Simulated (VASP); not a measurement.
Input of a VASP 6.6.1 run:

File INCAR:

```
SYSTEM = CdSe
PREC     = Accurate       ! precision mode
ENCUT    = 520            ! plane-wave cutoff, eV
EDIFF    = 1E-7           ! SCF threshold, eV
ISMEAR   = 0              ! smearing method
SIGMA    = 0.05           ! smearing width, eV
LREAL    = .False.        ! projectors in reciprocal space
LASPH    = .True.         ! aspherical terms in the spheres
NELM     = 100            ! most SCF steps
ALGO     = Normal         ! electronic algorithm
ISIF     = 2              ! what is computed and relaxed
LWAVE    = .False.        ! write WAVECAR
LCHARG   = .False.        ! write CHGCAR
GGA      = PE             ! functional
NBANDS   = 26             ! bands
```

File KPOINTS:

```
Automatic mesh
0
Gamma
  6 6 4
  0 0 0
```

File POSCAR:

```
CdSe
1.0
    4.0835749185      0.0000000000      0.0000000000
   -2.0417874593      3.5364796177      0.0000000000
    0.0000000000      0.0000000000      7.1905800000
Cd Se
2 2
Direct
    0.6666666667      0.3333333333      0.0000000000
    0.3333333333      0.6666666667      0.5000000000
    0.6666666667      0.3333333333      0.3750000000
    0.3333333333      0.6666666667      0.8750000000
```

Potentials or basis: VASP PAW PBE potentials, release 64 (Cd, Se).

Launch:

```bash
$ cat potpaw_PBE.64/Cd/POTCAR potpaw_PBE.64/Se/POTCAR > POTCAR
$ mpirun -np 1 vasp_std > vasp.out
```

Q: Estimate the largest force.

A: 0.751 eV/Å.

Q: What does it give for the pressure?

A: 9.4 GPa.

Stress tensor (GPa, compression positive):
```
12.32  0.00  0.00
 0.00 12.32  0.00
 0.00  0.00  3.60
```

Caveat: the cell differs from its parent crystal (strain -0.050 along x and y, +0.025 along z); the stress differs along the axes, from 4 to 12 GPa.
